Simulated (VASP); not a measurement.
Runs of VASP 6.6.1 on Ga. The structure is that of space group Fm-3m (No. 225), or close to it. The cells are those of the table. 

```tsv
task	cell	k mesh	cutoff (eV)	gap on the mesh (eV)	pressure (GPa)	relaxed volume (Å³/atom)
single point	a = 2.932 Å, angles 60.0°, 1 atom	24 × 24 × 24	520	none	0.0	-
relaxation of cell and atoms	relaxed from a = 3.055 Å, angles 60.0°, 1 atom	6 × 6 × 6	600	none	-0.1	17.36
relaxation of cell and atoms	relaxed from a = 2.911 Å, angles 60.0°, 1 atom	24 × 24 × 24	600	none	0.0	17.81
single point	a = 2.911 Å, angles 60.0°, 1 atom	6 × 6 × 6	520	none	(a)	-
single point	a = 3.055 Å, angles 60.0°, 1 atom	8 × 8 × 8	520	none	-5.1	-
```

Alike in all rows: level r2SCAN; potentials or basis VASP PAW PBE potentials, release 64 (Ga_d); no spin polarisation; smearing gaussian 0.1 eV.

Question: Estimate the missing entries.

Answer: (a) -0.2.

Caveats: some runs use coarse meshes; the PAW data sets were made with another functional, which shifts forces and pressure a little.

A k mesh can miss the band edges, and the runs leave out spin-orbit coupling on Ga.

A gap of «none» marks levels without a gap at the run's occupations.
